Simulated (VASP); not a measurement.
Write the native input for VASP 6.6.1 that does the following.

| Property | Result |
| --- | --- |
| Task | single point |
| Functional | PBE |
| Potentials or basis | VASP PAW PBE potentials, release 64 (Hf_pv, O) |
| Cutoff | 520 eV |
| k mesh | 6 × 6 × 6 |
| Occupations | gaussian, width 0.02 eV |
| Spin | no spin polarisation |
| Dipole correction | no |
| k mesh for the DOS | 9 × 9 × 9 |
| Occupations for the DOS | tetrahedron |
| Further INCAR settings | ALGO = Normal; EDIFF = 1e-06; NBANDS = 56 |

The system is HfO2.

```xyz
12
Lattice="5.1608 0.0000 -0.0153 0.0000 5.2122 0.0000 -0.8815 0.0000 5.2787" Properties=species:S:1:pos:R:3 pbc="T T T"
Hf    1.2393    0.2234    1.0959
Hf    3.4808    2.8295    1.5282
Hf    3.0401    4.9888    4.1675
Hf    0.7985    2.3827    3.7352
O     1.8977    3.9468    2.5095
O     2.8224    1.3407    0.1145
O     2.3817    1.2654    2.7539
O     1.4570    3.8715    5.1488
O     0.0397    1.7135    1.8379
O     4.6804    4.3196    0.7861
O     4.2396    3.4987    3.4255
O    -0.4010    0.8926    4.4773
```

One way to write it, as run:

POSCAR

```
HfO2
1.0
    5.1608408625      0.0000000000     -0.0153390586
    0.0000000000      5.2121898913      0.0000000000
   -0.8814769871      0.0000000000      5.2787237380
Hf O
4 8
Direct
    0.2757243771      0.0428613274      0.2084023826
    0.7242756229      0.5428613274      0.2915976174
    0.7242756229      0.9571386726      0.7915976174
    0.2757243771      0.4571386726      0.7084023826
    0.4491331776      0.7572235638      0.4767005036
    0.5508668224      0.2572235638      0.0232994964
    0.5508668224      0.2427764362      0.5232994964
    0.4491331776      0.7427764362      0.9767005036
    0.0672019312      0.3287421748      0.3483696698
    0.9327980688      0.8287421748      0.1516303302
    0.9327980688      0.6712578252      0.6516303302
    0.0672019312      0.1712578252      0.8483696698
```

INCAR.step1

```
ALGO = Normal ; EDIFF = 1E-6
ENCUT = 520 ; GGA = PE
ISIF = 2 ; ISMEAR = 0
LASPH = T ; LCHARG = T
LMAXMIX = 4 ; LREAL = F
LWAVE = F ; NBANDS = 56
NELM = 100 ; PREC = Accurate
SIGMA = 0.02
```

KPOINTS.step1

```
k-points
0
Gamma
  6 6 6
```

INCAR.step2

```
ALGO = Normal ; EDIFF = 1E-6
ENCUT = 520 ; GGA = PE
ICHARG = 11 ; ISIF = 2
ISMEAR = -5 ; LASPH = T
LCHARG = F ; LMAXMIX = 4
LORBIT = 11 ; LREAL = F
LWAVE = F ; NBANDS = 56
NEDOS = 2001 ; NELM = 100
PREC = Accurate ; SIGMA = 0.02
```

KPOINTS.step2

```
k-points
0
Gamma
  9 9 9
```

Potentials or basis: VASP PAW PBE potentials, release 64 (Hf_pv, O).

Run with:

```sh
$ cat potpaw_PBE.64/Hf_pv/POTCAR potpaw_PBE.64/O/POTCAR > POTCAR
$ cp INCAR.step1 INCAR
$ cp KPOINTS.step1 KPOINTS
$ mpirun -np 1 vasp_std > vasp.out
$ cp INCAR.step2 INCAR
$ cp KPOINTS.step2 KPOINTS
$ mpirun -np 1 vasp_std > vasp.out
```

Results of the run:

```
Valence electrons inside the program's atomic spheres : Hf 8.34; O 5.09, 5.10 (each value once)
```

Run time: 20 min on 1 thread of AMD EPYC 7R13 Processor (Zen 3), on a shared host, peak memory 1 GiB.
